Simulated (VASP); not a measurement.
# Ir (P6_3/mmc) in VASP: single point with PBE+U

Aim: the single point of Ir with PBE+U.

Everything below comes from runs of VASP 6.6.1. Logs are shortened: lines on timing, memory, paths and dates and some standing lists are left out, and cuts for length are marked.

## Step 1: The cell of the first run

It takes space group P6_3/mmc (No. 194, hexagonal). Conventional cell: a = 2.751 Å, b = 2.751 Å, c = 4.462 Å, α = 90.00°, β = 90.00°, γ = 120.00°. Within 3.6 Å of Ir (site symmetry -6m2) lie 12 Ir at 2.74 to 2.75 Å.

This isn't the form of Ir at room conditions, which is fcc.

## Step 2: Single point, PBE+U, collinear spin

INCAR

```
SYSTEM = Ir
PREC     = Accurate       ! precision mode
ENCUT    = 560            ! plane-wave cutoff, eV
EDIFF    = 1E-6           ! SCF threshold, eV
ISMEAR   = 0              ! smearing method
SIGMA    = 0.1            ! smearing width, eV
LREAL    = .FALSE.        ! projectors in reciprocal space
LASPH    = .TRUE.         ! aspherical terms in the spheres
NELM     = 200            ! most SCF steps
ALGO     = Normal         ! electronic algorithm
ISIF     = 2              ! what is computed and relaxed
LWAVE    = .FALSE.        ! write WAVECAR
LCHARG   = .FALSE.        ! write CHGCAR
ISPIN    = 2              ! spin polarisation
MAGMOM   = -0.11 -0.11    ! initial moments
LORBIT   = 11             ! projections on sites
LMAXMIX  = 4              ! l up to which the mixer works
LDAU     = .TRUE.         ! DFT+U
LDAUTYPE = 1            
LDAUL    = 2              ! shell
LDAUU    = 4.4            ! U, eV
LDAUJ    = 0.4          
LDAUPRINT= 1            
GGA      = PE             ! functional
NBANDS   = 28             ! bands
GGA_COMPAT= .FALSE.
```

KPOINTS

```
Automatic mesh
0
G
  4 4 2
  0 0 0
```

POSCAR

```
Ir
1.0
    2.7513778946      0.0000000000      0.0000000000
   -1.3756889473      2.3827631521      0.0000000000
    0.0000000000      0.0000000000      4.4622900000
Ir
2
Direct
    0.6666666667      0.3333333333      0.7500000000
    0.3333333333      0.6666666667      0.2500000000
```

Potentials or basis: VASP PAW PBE potentials, release 64 (Ir_sv_GW).

The run is started by

```
$ cat potpaw_PBE.64/Ir_sv_GW/POTCAR > POTCAR
$ mpirun -np 1 vasp_std > vasp.out
```

OUTCAR:

```text
SYSTEM = Ir
   PREC = Accurate
   ENCUT = 560
   EDIFF = 1E-6
   ISMEAR = 0
   LREAL = .FALSE.
   LASPH = .TRUE.
   NELM = 200
   ISIF = 2
   ISPIN = 2
   LORBIT = 11
   GGA = PE

 ion  position               nearest neighbor table
   1  0.667  0.333  0.750-   2 2.74   2 2.74   2 2.74   2 2.74   2 2.74   2 2.74
   2  0.333  0.667  0.250-   1 2.74   1 2.74   1 2.74   1 2.74   1 2.74   1 2.74

  LATTYP: Found a hexagonal cell.
 ALAT       =     2.7513778946
 C/A-ratio  =     1.6218382828

  Lattice vectors:

 A1 = (   2.7513778946,   0.0000000000,   0.0000000000)
 A2 = (  -1.3756889473,   2.3827631521,   0.0000000000)
 A3 = (   0.0000000000,   0.0000000000,   4.4622900000)

Analysis of symmetry for initial positions (statically):
=====================================================================
 Subroutine PRICEL returns:
 Original cell was already a primitive cell.

 Routine SETGRP: Setting up the symmetry group for a
 hexagonal supercell.

 Subroutine GETGRP returns: Found 24 space group operations
 (whereof 12 operations were pure point group operations)
 out of a pool of 24 trial point group operations.

The static configuration has the point symmetry D_3d.
 The point group associated with its full space group is D_6h.

Analysis of symmetry for dynamics (positions and initial velocities):
=====================================================================
 Subroutine PRICEL returns:
 Original cell was already a primitive cell.

 Routine SETGRP: Setting up the symmetry group for a
 hexagonal supercell.

 Subroutine GETGRP returns: Found 24 space group operations
 (whereof 12 operations were pure point group operations)
 out of a pool of 24 trial point group operations.

The dynamic configuration has the point symmetry D_3d.
 The point group associated with its full space group is D_6h.

Analysis of structural, dynamic, and magnetic symmetry:
=====================================================================
 Subroutine PRICEL returns:
 Original cell was already a primitive cell.

 Routine SETGRP: Setting up the symmetry group for a
 hexagonal supercell.

 Subroutine GETGRP returns: Found 24 space group operations
 (whereof 12 operations were pure point group operations)
 out of a pool of 24 trial point group operations.

The overall configuration has the point symmetry D_3d.
 The point group associated with its full space group is D_6h.

 Subroutine INISYM returns: Found 24 space group operations
 (whereof 12 operations are pure point group operations),
 and found     1 'primitive' translations

----------------------------------------------------------------------------------------

                                     Primitive cell

  volume of cell :      29.2542

  direct lattice vectors                    reciprocal lattice vectors
     2.751377895  0.000000000  0.000000000     0.363454254  0.209840411  0.000000000
    -1.375688947  2.382763152  0.000000000     0.000000000  0.419680823  0.000000000
     0.000000000  0.000000000  4.462290000     0.000000000  0.000000000  0.224100182

  length of vectors
     2.751377895  2.751377895  4.462290000     0.419680823  0.419680823  0.224100182

  position of ions in fractional coordinates (direct lattice)
     0.666666667  0.333333333  0.750000000
     0.333333333  0.666666667  0.250000000

  ion indices of the primitive-cell ions
   primitive index   ion index
                 1           1
                 2           2

----------------------------------------------------------------------------------------

 KPOINTS: Automatic mesh

[... 77 lines left out ...]
   U (eV)           for each species LDAUU =   4.4
   J (eV)           for each species LDAUJ =   0.4
   GGA     = PE    functional components
   LHFCALC =     F    Hartree Fock is set to
   AEXX    =    0.0000 exact exchange contribution
   IVDW    =     0    specifies the selected vdW correction
   LEPSILON=     F    determine dielectric tensor
   LRPA    =     F    only Hartree local field effects (RPA)
 spin polarized calculation
 Gauss-broadening in eV      SIGMA  =   0.10
  energy-cutoff  :      560.00
  volume of cell :       29.25
 maximum number of plane-waves:       894
 NGX is ok and might be reduce to    24
   NGX = 11   NGY = 11   NGZ = 17

atom =   1  type =  1  l = 2

 onsite density matrix

spin component  1

  0.6431  0.0000  0.0000  0.0000  0.0000
  0.0000  0.6179 -0.0000 -0.0000 -0.0000
  0.0000 -0.0000  0.6113  0.0000 -0.0000
  0.0000 -0.0000  0.0000  0.6179  0.0000
  0.0000 -0.0000 -0.0000  0.0000  0.6431

spin component  2

  0.6453 -0.0000  0.0000  0.0000  0.0000
 -0.0000  0.6900 -0.0000 -0.0000  0.0000
  0.0000 -0.0000  0.6231  0.0000 -0.0000
  0.0000 -0.0000  0.0000  0.6900  0.0000
  0.0000  0.0000 -0.0000  0.0000  0.6453

 occupancies and eigenvectors

  o =  0.6113  v =  0.0000 -0.0000  1.0000 -0.0000  0.0000  0.0000  0.0000  0.0000  0.0000  0.0000      0.0000  0.0000  0.0000  0.0000  0.0000  0.0000  0.0000  0.0000  0.0000  0.0000
  o =  0.6179  v =  0.0000 -1.0000 -0.0000 -0.0000  0.0000  0.0000  0.0000  0.0000  0.0000  0.0000      0.0000  0.0000  0.0000  0.0000  0.0000  0.0000  0.0000  0.0000  0.0000  0.0000
  o =  0.6179  v =  0.0000  0.0000  0.0000 -1.0000  0.0000  0.0000  0.0000  0.0000  0.0000  0.0000      0.0000  0.0000  0.0000  0.0000  0.0000  0.0000  0.0000  0.0000  0.0000  0.0000
  o =  0.6231  v =  0.0000  0.0000  0.0000  0.0000  0.0000  0.0000 -0.0000 -1.0000 -0.0000 -0.0000      0.0000  0.0000  0.0000  0.0000  0.0000  0.0000  0.0000  0.0000  0.0000  0.0000
  o =  0.6431  v =  1.0000  0.0000  0.0000  0.0000  0.0000  0.0000  0.0000  0.0000  0.0000  0.0000      0.0000  0.0000  0.0000  0.0000  0.0000  0.0000  0.0000  0.0000  0.0000  0.0000
  o =  0.6431  v =  0.0000  0.0000 -0.0000 -0.0000  1.0000  0.0000  0.0000  0.0000  0.0000  0.0000      0.0000  0.0000  0.0000  0.0000  0.0000  0.0000  0.0000  0.0000  0.0000  0.0000
  o =  0.6453  v =  0.0000  0.0000  0.0000  0.0000  0.0000  1.0000  0.0000  0.0000  0.0000  0.0000      0.0000  0.0000  0.0000  0.0000  0.0000  0.0000  0.0000  0.0000  0.0000  0.0000
  o =  0.6453  v =  0.0000  0.0000  0.0000  0.0000  0.0000  0.0000  0.0000 -0.0000 -0.0000  1.0000      0.0000  0.0000  0.0000  0.0000  0.0000  0.0000  0.0000  0.0000  0.0000  0.0000
  o =  0.6900  v =  0.0000  0.0000  0.0000  0.0000  0.0000  0.0000 -1.0000  0.0000 -0.0000  0.0000      0.0000  0.0000  0.0000  0.0000  0.0000  0.0000  0.0000  0.0000  0.0000  0.0000
  o =  0.6900  v =  0.0000  0.0000  0.0000  0.0000  0.0000  0.0000 -0.0000  0.0000  1.0000  0.0000      0.0000  0.0000  0.0000  0.0000  0.0000  0.0000  0.0000  0.0000  0.0000  0.0000

atom =   2  type =  1  l = 2

 onsite density matrix

spin component  1

  0.6431 -0.0000  0.0000 -0.0000  0.0000
 -0.0000  0.6179  0.0000 -0.0000 -0.0000
  0.0000  0.0000  0.6113  0.0000 -0.0000
 -0.0000 -0.0000  0.0000  0.6179 -0.0000
  0.0000 -0.0000 -0.0000 -0.0000  0.6431

spin component  2

  0.6453 -0.0000  0.0000 -0.0000  0.0000
 -0.0000  0.6900 -0.0000 -0.0000 -0.0000
  0.0000 -0.0000  0.6231 -0.0000 -0.0000
 -0.0000 -0.0000 -0.0000  0.6900 -0.0000
  0.0000 -0.0000 -0.0000 -0.0000  0.6453

 occupancies and eigenvectors

  o =  0.6113  v =  0.0000  0.0000  1.0000 -0.0000  0.0000  0.0000  0.0000  0.0000  0.0000  0.0000      0.0000  0.0000  0.0000  0.0000  0.0000  0.0000  0.0000  0.0000  0.0000  0.0000
  o =  0.6179  v =  0.0000  1.0000 -0.0000  0.0000 -0.0000  0.0000  0.0000  0.0000  0.0000  0.0000      0.0000  0.0000  0.0000  0.0000  0.0000  0.0000  0.0000  0.0000  0.0000  0.0000
  o =  0.6179  v =  0.0000  0.0000 -0.0000 -1.0000  0.0000  0.0000  0.0000  0.0000  0.0000  0.0000      0.0000  0.0000  0.0000  0.0000  0.0000  0.0000  0.0000  0.0000  0.0000  0.0000
  o =  0.6231  v =  0.0000  0.0000  0.0000  0.0000  0.0000  0.0000  0.0000 -1.0000  0.0000 -0.0000      0.0000  0.0000  0.0000  0.0000  0.0000  0.0000  0.0000  0.0000  0.0000  0.0000
  o =  0.6431  v =  1.0000  0.0000  0.0000  0.0000  0.0000  0.0000  0.0000  0.0000  0.0000  0.0000      0.0000  0.0000  0.0000  0.0000  0.0000  0.0000  0.0000  0.0000  0.0000  0.0000
  o =  0.6431  v =  0.0000 -0.0000  0.0000  0.0000 -1.0000  0.0000  0.0000  0.0000  0.0000  0.0000      0.0000  0.0000  0.0000  0.0000  0.0000  0.0000  0.0000  0.0000  0.0000  0.0000
  o =  0.6453  v =  0.0000  0.0000  0.0000  0.0000  0.0000  1.0000  0.0000  0.0000  0.0000  0.0000      0.0000  0.0000  0.0000  0.0000  0.0000  0.0000  0.0000  0.0000  0.0000  0.0000
  o =  0.6453  v =  0.0000  0.0000  0.0000  0.0000  0.0000  0.0000  0.0000 -0.0000  0.0000  1.0000      0.0000  0.0000  0.0000  0.0000  0.0000  0.0000  0.0000  0.0000  0.0000  0.0000
  o =  0.6900  v =  0.0000  0.0000  0.0000  0.0000  0.0000  0.0000 -1.0000 -0.0000 -0.0000  0.0000      0.0000  0.0000  0.0000  0.0000  0.0000  0.0000  0.0000  0.0000  0.0000  0.0000
  o =  0.6900  v =  0.0000  0.0000  0.0000  0.0000  0.0000  0.0000 -0.0000  0.0000  1.0000  0.0000      0.0000  0.0000  0.0000  0.0000  0.0000  0.0000  0.0000  0.0000  0.0000  0.0000

 number of electron      34.0000000 magnetization      -0.3125053

 Free energy of the ion-electron system (eV)
  ---------------------------------------------------
  ext. energy  EPLUGINS =         0.00000000
  ---------------------------------------------------
  free energy    TOTEN  =        -9.81142085 eV

  energy without entropy =       -9.79757312  energy(sigma->0) =       -9.80449699

 E-fermi :  12.1713     XC(G=0): -14.3064

 val. band max:       12.1305336871   @ k =   0.2500   0.2500   0.0000
 cond. band min:      12.2068383731   @ k =   0.2500  -0.0000   0.5000
 fundamental gap:      0.0763046860
 Fermi energy:        12.1712841445

 spin component 1

 k-point     1 :       0.0000    0.0000    0.0000
  band No.  band energies     occupation
      1     -80.3307      1.00000
      2     -80.2722      1.00000
      3     -37.5319      1.00000
      4     -36.9150      1.00000
      5     -36.9150      1.00000
      6     -36.8143      1.00000
[... 237 lines left out ...]
     27      34.1520      0.00000
     28      34.1520      0.00000
 Fermi energy:        12.1712841445

 spin component 2

 k-point     1 :       0.0000    0.0000    0.0000
  band No.  band energies     occupation
      1     -80.4221      1.00000
      2     -80.3635      1.00000
      3     -37.6815      1.00000
      4     -37.0096      1.00000
      5     -37.0096      1.00000
      6     -36.9660      1.00000
[... 237 lines left out ...]
     27      34.1153      0.00000
     28      34.1153      0.00000

------------------------ aborting loop because EDIFF is reached ----------------------------------------

  FORCE on cell =-STRESS in cart. coord.  units (eV):
  Direction    XX          YY          ZZ          XY          YZ          ZX
  --------------------------------------------------------------------------------------
  -------------------------------------------------------------------------------------
  Total       -3.0212871     -3.0212871      0.0327295     -0.0000000      0.0000000      0.0000000
  in kB     -165.4678653   -165.4678652      1.7925081     -0.0000000      0.0000000      0.0000000
  external PRESSURE =    -109.7144075 kB  Pullay stress =       0.0000000 kB

 VOLUME and BASIS-vectors are now :
 -----------------------------------------------------------------------------
  energy-cutoff  :      560.00
  volume of cell :       29.25
      direct lattice vectors                 reciprocal lattice vectors
     2.751377895  0.000000000  0.000000000     0.363454254  0.209840411  0.000000000
    -1.375688947  2.382763152  0.000000000     0.000000000  0.419680823  0.000000000
     0.000000000  0.000000000  4.462290000     0.000000000  0.000000000  0.224100182

 POSITION                                       TOTAL-FORCE (eV/Angst)
 -----------------------------------------------------------------------------------
      1.37569      0.79425      3.34672         0.000000     -0.000000      0.000000
     -0.00000      1.58851      1.11557        -0.000000      0.000000      0.000000
 -----------------------------------------------------------------------------------
    total drift:                                0.000000     -0.000000      0.000000

  FREE ENERGIE OF THE ION-ELECTRON SYSTEM (eV)
  ---------------------------------------------------
  free  energy   TOTEN  =        -9.8114208533 eV

  energy  without entropy=       -9.7975731236  energy(sigma->0) =       -9.80449699

 total charge

# of ion       s       p       d       f       tot
--------------------------------------------------
    1        3.736   6.093   6.367   0.021  16.218
    2        3.736   6.093   6.367   0.021  16.218
--------------------------------------------------
tot          7.472  12.187  12.735   0.043  32.437

 magnetization (x)

# of ion       s       p       d       f       tot
--------------------------------------------------
    1       -0.011   0.000  -0.160  -0.000  -0.171
    2       -0.011   0.000  -0.160  -0.000  -0.171
--------------------------------------------------
tot         -0.021   0.000  -0.320  -0.000  -0.341
```

Run time: 17 s. Hardware: 1 thread of Intel Xeon Platinum 8488C (Sapphire Rapids), shared host; peak memory 0.17 GiB.

What came out:

- Free energy: -9.8114 eV
- Pressure: -11.0 GPa
- Net moment: -0.31 μB per cell
- Site moments: Ir -0.17 μB
- Valence electrons inside the program's atomic spheres: Ir 16.22

Eigenvalues of the final occupation matrices:
| site | spin | trace | eigenvalues |
| --- | --- | --- | --- |
| site 1 d | 1 | 3.13 | 0.61 0.62 0.62 0.64 0.64 |
| site 1 d | 2 | 3.29 | 0.62 0.65 0.65 0.69 0.69 |
| site 2 d | 1 | 3.13 | 0.61 0.62 0.62 0.64 0.64 |
| site 2 d | 2 | 3.29 | 0.62 0.65 0.65 0.69 0.69 |

Caveat: the k points lie up to 0.70 Å⁻¹ apart; a moment this small can come from the mesh or the smearing; spin-orbit coupling is left out, which moves the levels of the heavy elements; the U is typed as a test and isn't derived for this compound.
